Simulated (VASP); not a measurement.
Set up this calculation in VASP 6.6.1, as the native input.

| Property | Result |
| --- | --- |
| Task | single point |
| Functional | LDA |
| Potentials or basis | VASP PAW LDA potentials, release 64 (Rh_pv) |
| Cutoff | 520 eV |
| k mesh | 14 × 14 × 14 |
| Occupations | fermi-dirac, width 0.1 eV |
| Spin | no spin polarisation |
| Dipole correction | no |
| Further INCAR settings | ALGO = Normal; EDIFF = 1e-06; NBANDS = 14 |

The structure of Rh lies in POSCAR:

```
Rh
1.0
    0.0000000000      1.8776226216      1.8776226216
    1.8776226216      0.0000000000      1.8776226216
    1.8776226216      1.8776226216      0.0000000000
Rh
1
Direct
    0.0000000000      0.0000000000      0.0000000000
```

These files were run (other wordings do the same):

INCAR

```
ALGO = Normal ; EDIFF = 1E-6
ENCUT = 520 ; GGA = CA
ISIF = 2 ; ISMEAR = -1
LASPH = T ; LCHARG = T
LELF = T ; LREAL = F
LVHAR = T ; LWAVE = F
NBANDS = 14 ; NELM = 80
PREC = Accurate ; SIGMA = 0.1
```

KPOINTS

```
k-points
0
Gamma
  14 14 14
```

Potentials or basis: VASP PAW LDA potentials, release 64 (Rh_pv).

Run with:

```bash
$ cat potpaw_LDA.64/Rh_pv/POTCAR > POTCAR
$ mpirun -np 1 vasp_std > vasp.out
```

Results of the run:

```
Pressure : 0.9 GPa
```

Wall time 12 s on 1 thread of Intel(R) Xeon(R) Platinum 8259CL CPU @ 2.50GHz (Skylake/Cascade Lake), with other jobs on the host, peak memory 0.13 GiB.
